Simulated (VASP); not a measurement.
# WC (P3m1) in VASP: further runs

Runs on WC. Level: PBEsol. Tasks: single point.

Program: VASP 6.6.1. These are calculated values, not measurements. Logs are shortened: lines on timing, memory, paths and dates and some standing lists are left out, and cuts for length are marked.

### Step 1. The cell of the first run

It takes space group P3m1 (No. 156, trigonal). The conventional cell has a = 2.901 Å, b = 2.901 Å, c = 2.829 Å, α = 90.00°, β = 90.00°, γ = 120.00°. Within 2.8 Å of W (site symmetry 3m) lie 6 C at 2.14 to 2.24 Å. Within 2.8 Å of C (site symmetry 3m) lie 6 W at 2.14 to 2.24 Å.

### Step 2. Single point, PBEsol (all W atoms moved +0.075 Å, as atom 1 along Cartesian [0 0 1])

INCAR

```
SYSTEM = WC
ALGO = Normal ; EDIFF = 1E-6
ENCUT = 520 ; GGA = PS
ISIF = 2 ; ISMEAR = 0
LASPH = .True. ; LCHARG = .False.
LREAL = .False. ; LWAVE = .False.
NBANDS = 16 ; NELM = 100
PREC = Accurate ; SIGMA = 0.15
```

KPOINTS

```
k-points
0
Gamma
  6 6 6
  0 0 0
```

POSCAR

```
WC
1.0
    2.9005014360      0.0000000000      0.0000000000
   -1.4502507180      2.5119079273      0.0000000000
    0.0000000000      0.0000000000      2.8290000000
W C
1 1
Direct
    0.0000000000      0.0000000000      0.0265111347
    0.6666666667      0.3333333333      0.5000000000
```

Potentials or basis: VASP PAW PBE potentials, release 64 (W_sv, C).

Started as:

```sh
$ cat potpaw_PBE.64/W_sv/POTCAR potpaw_PBE.64/C/POTCAR > POTCAR
$ mpirun -np 1 vasp_std > vasp.out
```

OUTCAR:

```text
SYSTEM = WC
   EDIFF = 1E-6
   ENCUT = 520
   GGA = PS
   ISIF = 2
   ISMEAR = 0
   LASPH = .True.
   LREAL = .False.
   NELM = 100
   PREC = Accurate

 ion  position               nearest neighbor table
   1  0.000  0.000  0.027-   2 2.14   2 2.14   2 2.14   2 2.24   2 2.24   2 2.24
   2  0.667  0.333  0.500-   1 2.14   1 2.14   1 2.14   1 2.24   1 2.24   1 2.24

  LATTYP: Found a hexagonal cell.
 ALAT       =     2.9005014360
 C/A-ratio  =     0.9753485949

  Lattice vectors:

 A1 = (   2.9005014360,   0.0000000000,   0.0000000000)
 A2 = (  -1.4502507180,   2.5119079273,   0.0000000000)
 A3 = (   0.0000000000,   0.0000000000,   2.8290000000)

Analysis of symmetry for initial positions (statically):
=====================================================================
 Subroutine PRICEL returns:
 Original cell was already a primitive cell.

 Routine SETGRP: Setting up the symmetry group for a
 hexagonal supercell.

 Subroutine GETGRP returns: Found  6 space group operations
 (whereof  6 operations were pure point group operations)
 out of a pool of 24 trial point group operations.

The static configuration has the point symmetry C_3v.

Analysis of symmetry for dynamics (positions and initial velocities):
=====================================================================
 Subroutine PRICEL returns:
 Original cell was already a primitive cell.

 Routine SETGRP: Setting up the symmetry group for a
 hexagonal supercell.

 Subroutine GETGRP returns: Found  6 space group operations
 (whereof  6 operations were pure point group operations)
 out of a pool of 24 trial point group operations.

The dynamic configuration has the point symmetry C_3v.

 Subroutine INISYM returns: Found  6 space group operations
 (whereof  6 operations are pure point group operations),
 and found     1 'primitive' translations

----------------------------------------------------------------------------------------

                                     Primitive cell

  volume of cell :      20.6115

  direct lattice vectors                    reciprocal lattice vectors
     2.900501436  0.000000000  0.000000000     0.344767973  0.199051882  0.000000000
    -1.450250718  2.511907927  0.000000000     0.000000000  0.398103764  0.000000000
     0.000000000  0.000000000  2.829000000     0.000000000  0.000000000  0.353481796

  length of vectors
     2.900501436  2.900501436  2.829000000     0.398103764  0.398103764  0.353481796

  position of ions in fractional coordinates (direct lattice)
     0.000000000  0.000000000  0.026511135
     0.666666667  0.333333333  0.500000000

  ion indices of the primitive-cell ions
   primitive index   ion index
                 1           1
                 2           2

----------------------------------------------------------------------------------------

 KPOINTS: k-points

Automatic generation of k-mesh.
 Grid dimensions read from file:
 generate k-points for:    6    6    6

 Generating k-lattice:

  Cartesian coordinates                     Fractional coordinates (reciprocal lattice)
     0.057461329  0.033175314  0.000000000     0.166666667 -0.000000000  0.000000000
     0.000000000  0.066350627  0.000000000     0.000000000  0.166666667  0.000000000
     0.000000000  0.000000000  0.058913633     0.000000000  0.000000000  0.166666667

  Length of vectors
     0.066350627  0.066350627  0.058913633

  Shift w.r.t. Gamma in fractional coordinates (k-lattice)
     0.000000000  0.000000000  0.000000000

 Subroutine IBZKPT returns following result:
 ===========================================

 Found     34 irreducible k-points:

 Following reciprocal coordinates:
            Coordinates               Weight
  0.000000  0.000000  0.000000      1.000000
  0.166667 -0.000000  0.000000      6.000000
  0.333333 -0.000000  0.000000      6.000000
  0.500000 -0.000000  0.000000      3.000000
  0.166667  0.166667  0.000000      6.000000
  0.333333  0.166667  0.000000     12.000000
[... 16 lines left out ...]
  0.500000 -0.000000  0.333333      6.000000
  0.166667  0.166667  0.333333     12.000000
 [... further k-points ...]
   k-points           NKPTS =     34   k-points in BZ     NKDIM =     34   number of bands    NBANDS=     16
   number of dos      NEDOS =    301   number of ions     NIONS =      2
   total plane-waves  NPLWV =  13824
   dimension x,y,z NGX =    24 NGY =   24 NGZ =   24
   dimension x,y,z NGXF=    48 NGYF=   48 NGZF=   48
   ions per type =               1   1
   NGX,Y,Z   is equivalent  to a cutoff of  13.76, 13.76, 14.10 a.u.
   NGXF,Y,Z  is equivalent  to a cutoff of  27.51, 27.51, 28.21 a.u.
 SYSTEM =  WC
   PREC   = accura    normal or accurate (medium, high low for compatibility)
   ISTART =      0    job   : 0-new  1-cont  2-samecut
   ICHARG =      2    charge: 1-file 2-atom 10-const
   ISPIN  =      1    spin polarized calculation?
   LNONCOLLINEAR =      F non collinear calculations
   LSORBIT =      F    spin-orbit coupling
   LASPH  =      T    aspherical Exc in radial PAW
   ENCUT  =  520.0 eV  38.22 Ry    6.18 a.u.   5.39  5.39  5.26*2*pi/ulx,y,z
   NELM   =    100;   NELMIN=  2; NELMDL= -5     # of ELM steps
   EDIFF  = 0.1E-05   stopping-criterion for ELM
   LREAL  =      F    real-space projection
   EDIFFG = 0.1E-04   stopping-criterion for IOM
   NSW    =      0    number of steps for IOM
   IBRION =     -1    ionic relax: 0-MD 1-quasi-New 2-CG
   NFREE  =      0    steps in history (QN), initial steepest desc. (CG)
   ISIF   =      2    stress and relaxation
   ISYM   =      2    0-nonsym 1-usesym 2-fastsym
   POTIM  = 0.5000    time-step for ionic-motion
   TEBEG  =    0.0;   TEEND  =   0.0 temperature during run
   PSTRESS=    0.0 pullay stress
   NELECT =      18.0000    total number of electrons
   NUPDOWN=      -1.0000    fix difference up-down
   EMIN   =  10.00;   EMAX   =-10.00  energy-range for DOS
   EFERMI =   0.00;   METHOD = LEGACY
   ISMEAR =     0;   SIGMA  =   0.15  broadening in eV -4-tet -1-fermi 0-gaus
   EFERMI_NEDOS =   21; number of points for ismear=-14 and -15
   IALGO  =     38    algorithm
   IMIX   =      4    mixing-type and parameters
     AMIX     =   0.40;   BMIX     =  1.00
     AMIX_MAG =   1.60;   BMIX_MAG =  1.00
  volume/ion in A,a.u.               =      10.31        69.55
  Fermi-wavevector in a.u.,A,eV,Ry     =   1.564813  2.957068 33.315762  2.448639
  Thomas-Fermi vector in A             =   2.667381
   LORBIT       =      0    0 simple, 1 ext, 2 COOP (PROOUT), +10 PAW based schemes
   GGA     = PS    functional components
   LHFCALC =     F    Hartree Fock is set to
   AEXX    =    0.0000 exact exchange contribution
   IVDW    =     0    specifies the selected vdW correction
   LEPSILON=     F    determine dielectric tensor
   LRPA    =     F    only Hartree local field effects (RPA)
 non-spin polarized calculation
 Gauss-broadening in eV      SIGMA  =   0.15
  energy-cutoff  :      520.00
  volume of cell :       20.61
 maximum number of plane-waves:       580
 NGX is ok and might be reduce to    24
   NGX = 11   NGY = 11   NGZ = 11

 number of electron      17.9999999 magnetization

 Free energy of the ion-electron system (eV)
  ---------------------------------------------------
  ext. energy  EPLUGINS =         0.00000000
  ---------------------------------------------------
  free energy    TOTEN  =       -23.85829202 eV

  energy without entropy =      -23.85177614  energy(sigma->0) =      -23.85503408

 E-fermi :  11.2647     XC(G=0): -13.9616

 val. band max:       11.2585401787   @ k =   0.0000   0.0000   0.0000
 cond. band min:      11.3330752897   @ k =   0.0000   0.1667   0.3333
 fundamental gap:      0.0745351110
 Fermi energy:        11.2646943927

 k-point     1 :       0.0000    0.0000    0.0000
  band No.  band energies     occupation
      1     -62.8735      2.00000
      2     -26.8669      2.00000
      3     -26.7581      2.00000
      4     -26.7581      2.00000
      5      -3.4503      2.00000
      6       6.5898      2.00000
[... 8 lines left out ...]
     15      25.2419      0.00000
     16      27.8035      0.00000

 k-point     2 :       0.1667   -0.0000    0.0000
  band No.  band energies     occupation
      1     -62.8584      2.00000
      2     -26.9781      2.00000
      3     -26.8382      2.00000
      4     -26.8081      2.00000
      5      -2.7424      2.00000
      6       6.2402      2.00000
[... 8 lines left out ...]
     15      24.6642      0.00000
     16      29.2400      0.00000

 k-point     3 :       0.3333   -0.0000    0.0000
  band No.  band energies     occupation
      1     -62.8281      2.00000
      2     -27.3977      2.00000
      3     -26.9066      2.00000
      4     -26.7806      2.00000
      5      -1.1125      2.00000
      6       4.6794      2.00000
[... 8 lines left out ...]
     15      25.9788      0.00000
     16      27.7104      0.00000

 k-point     4 :       0.5000   -0.0000    0.0000
  band No.  band energies     occupation
      1     -62.8128      2.00000
      2     -27.5986      2.00000
      3     -26.9552      2.00000
      4     -26.7516      2.00000
      5      -0.0677      2.00000
      6       3.9599      2.00000
[... 8 lines left out ...]
     15      23.9269      0.00000
     16      28.9396      0.00000
[... 324 lines left out ...]
 k-point    22 :       0.0000    0.3333    0.3333
  band No.  band energies     occupation
      1     -62.7968      2.00000
      2     -27.3391      2.00000
      3     -27.3071      2.00000
      4     -26.8471      2.00000
      5      -0.2138      2.00000
      6       4.3341      2.00000
[... 8 lines left out ...]
     15      24.8423      0.00000
     16      28.6741      0.00000

 k-point    23 :       0.5000   -0.0000    0.3333
  band No.  band energies     occupation
      1     -62.7819      2.00000
      2     -27.5106      2.00000
      3     -27.2875      2.00000
      4     -26.8933      2.00000
      5      -0.0533      2.00000
      6       3.9701      2.00000
[... 8 lines left out ...]
     15      25.1872      0.00000
     16      27.1873      0.00000

 k-point    24 :       0.1667    0.1667    0.3333
  band No.  band energies     occupation
      1     -62.8043      2.00000
      2     -27.3509      2.00000
      3     -27.1790      2.00000
      4     -26.8644      2.00000
      5      -0.3055      2.00000
      6       5.0010      2.00000
[... 8 lines left out ...]
     15      25.1190      0.00000
     16      27.5800      0.00000

 [... further k-points ...]

------------------------ aborting loop because EDIFF is reached ----------------------------------------

  FORCE on cell =-STRESS in cart. coord.  units (eV):
  Direction    XX          YY          ZZ          XY          YZ          ZX
  --------------------------------------------------------------------------------------
  -------------------------------------------------------------------------------------
  Total        0.3143371      0.3143371      0.0821562      0.0000000      0.0000000      0.0000000
  in kB       24.4341061     24.4341061      6.3861795      0.0000000      0.0000000      0.0000000
  external PRESSURE =      18.4181306 kB  Pullay stress =       0.0000000 kB

 VOLUME and BASIS-vectors are now :
 -----------------------------------------------------------------------------
  energy-cutoff  :      520.00
  volume of cell :       20.61
      direct lattice vectors                 reciprocal lattice vectors
     2.900501436  0.000000000  0.000000000     0.344767973  0.199051882  0.000000000
    -1.450250718  2.511907927  0.000000000     0.000000000  0.398103764  0.000000000
     0.000000000  0.000000000  2.829000000     0.000000000  0.000000000  0.353481796

 POSITION                                       TOTAL-FORCE (eV/Angst)
 -----------------------------------------------------------------------------------
      0.00000      0.00000      0.07500         0.000000      0.000000     -1.068670
      1.45025      0.83730      1.41450        -0.000000     -0.000000      1.068670
 -----------------------------------------------------------------------------------
    total drift:                               -0.000000      0.000000      0.000157

  FREE ENERGIE OF THE ION-ELECTRON SYSTEM (eV)
  ---------------------------------------------------
  free  energy   TOTEN  =       -23.8582920216 eV

  energy  without entropy=      -23.8517761447  energy(sigma->0) =      -23.85503408
```

It took 15 s on 1 thread of Intel Xeon Platinum 8488C (Sapphire Rapids), shared host; peak memory 0.14 GiB.

What came out:

```yaml
Free_energy: -23.8583 eV
Pressure: 1.8 GPa
Largest_force: 1.069 eV/Å
Band_gap_on_the_k_mesh: zero (band 9 reaches 11.41 eV, above the bottom of band 10 at 10.47 eV)
```

Forces on the atoms (eV/Å):
```
W    0.000  0.000 -1.069
C    0.000  0.000  1.069
```

Caveat: the k points lie up to 0.42 Å⁻¹ apart; the cell differs from its parent crystal (all W atoms moved +0.075 Å, as atom 1 along Cartesian [0 0 1]); the PAW data sets were made with another functional, which shifts forces and pressure a little; spin-orbit coupling is left out, which moves the levels of the heavy elements.

### Step 3. Single point, PBEsol (all W atoms moved +0.113 Å, as atom 1 along Cartesian [0 0 1])

INCAR

```
SYSTEM = WC
  PREC = Accurate
  ENCUT = 520
  EDIFF = 1E-7
  ISMEAR = 0
  SIGMA = 0.15
  LREAL = .False.
  LASPH = .True.
  NELM = 80
  ALGO = Normal
  ISIF = 2
  LWAVE = .False.
  LCHARG = .False.
  GGA = PS
  NBANDS = 16
```

KPOINTS

```
regular mesh
0
Gamma
  6 6 6
  0 0 0
```

POSCAR: that of step 2 with these lines changed.

```diff
@@ -8,3 +8,3 @@
 Direct
-    0.0000000000      0.0000000000      0.0265111347
+    0.0000000000      0.0000000000      0.0397667020
     0.6666666667      0.3333333333      0.5000000000
```

Potentials or basis: VASP PAW PBE potentials, release 64 (W_sv, C).

Started as:

```sh
$ cat potpaw_PBE.64/W_sv/POTCAR potpaw_PBE.64/C/POTCAR > POTCAR
$ mpirun -np 1 vasp_std > vasp.out
```

It took 17 s on 1 thread of Intel Xeon Platinum 8488C (Sapphire Rapids), shared host; peak memory 0.14 GiB.

Results (log left out):

```
Free energy            : -23.8083 eV
Pressure               : 3.4 GPa
Largest force          : 1.600 eV/Å
Band gap on the k mesh : zero (band 9 reaches 11.49 eV, above the bottom of band 10 at 10.52 eV)
```

Forces in eV/Å, atoms in the order of the input:
```
W    0.000  0.000 -1.600
C    0.000  0.000  1.600
```

Stress tensor (GPa, compression positive):
```
3.66 0.00 0.00
0.00 3.66 0.00
0.00 0.00 2.99
```

Levels at points of the mesh, in eV from the Fermi level:
| k point | band 6 | band 7 | band 8 | band 9 | band 10 | band 11 | band 12 | band 13 |
| --- | --- | --- | --- | --- | --- | --- | --- | --- |
| (0.00, 0.00, 0.00) | -4.75 | -3.67 | -3.67 | 0.13 | 2.96 | 2.96 | 5.66 | 5.66 |
| (0.50, 0.00, 0.00) | -7.29 | -4.07 | -3.55 | -0.85 | 2.32 | 4.37 | 4.67 | 6.25 |
| (0.00, 0.00, 0.50) | -8.88 | -2.43 | -2.43 | -0.74 | -0.74 | 3.61 | 4.43 | 4.43 |
| (0.50, 0.00, 0.50) | -6.81 | -4.60 | -4.36 | 0.10 | 4.24 | 5.16 | 6.44 | 9.03 |

Caveat: the k points lie up to 0.42 Å⁻¹ apart; the cell differs from its parent crystal (all W atoms moved +0.113 Å, as atom 1 along Cartesian [0 0 1]); the PAW data sets were made with another functional, which shifts forces and pressure a little; spin-orbit coupling is left out, which moves the levels of the heavy elements.

### Step 4. Single point, PBEsol (all W atoms moved +0.037 Å, as atom 1 along Cartesian [0 0 1])

INCAR

```
PREC = Accurate
ENCUT = 520
EDIFF = 1E-6
ISMEAR = 0
SIGMA = 0.15
LREAL = F
LASPH = T
NELM = 100
ALGO = Normal
ISIF = 2
LWAVE = F
LCHARG = F
GGA = PS
NBANDS = 16
```

KPOINTS

```
Automatic mesh
0
Gamma
  6 6 6
```

POSCAR: that of step 3 with these lines changed.

```diff
@@ -8,3 +8,3 @@
 Direct
-    0.0000000000      0.0000000000      0.0397667020
+    0.0000000000      0.0000000000      0.0132555673
     0.6666666667      0.3333333333      0.5000000000
```

Started as:

```sh
$ cat potpaw_PBE.64/W_sv/POTCAR potpaw_PBE.64/C/POTCAR > POTCAR
$ mpirun -np 1 vasp_std > vasp.out
```

Run time: 14 s. Hardware: 1 thread of Intel Xeon Platinum 8488C (Sapphire Rapids), shared host; peak memory 0.14 GiB.

It converged, with:

- Free energy: -23.8883 eV
- Pressure: 0.8 GPa
- Largest force: 0.531 eV/Å
- Band gap on the k mesh: zero (band 9 reaches 11.56 eV, above the bottom of band 10 at 10.44 eV)

Forces on the atoms (eV/Å):
```
W    0.000  0.000 -0.531
C    0.000  0.000  0.531
```

Stress tensor (GPa, compression positive):
```
 1.57  0.00  0.00
 0.00  1.57  0.00
 0.00  0.00 -0.64
```

Levels at points of the mesh, in eV from the Fermi level:
```tsv
k point	band 5	band 6	band 7	band 8	band 9	band 10	band 11	band 12	band 13	band 14
(0.00, 0.00, 0.00)	-14.71	-4.62	-3.60	-3.60	-0.08	3.02	3.02	5.49	5.49	6.22
(0.50, 0.00, 0.00)	-11.31	-7.30	-3.94	-3.77	-0.69	2.15	4.35	4.71	6.63	9.57
(0.00, 0.00, 0.50)	-10.60	-8.94	-2.28	-2.28	-0.82	-0.82	3.52	4.33	4.33	9.76
(0.50, 0.00, 0.50)	-11.52	-6.74	-4.58	-4.41	0.08	4.25	5.15	6.49	9.06	9.98
```

Caveat: the k points lie up to 0.42 Å⁻¹ apart; the cell differs from its parent crystal (all W atoms moved +0.037 Å, as atom 1 along Cartesian [0 0 1]); the PAW data sets were made with another functional, which shifts forces and pressure a little; spin-orbit coupling is left out, which moves the levels of the heavy elements.
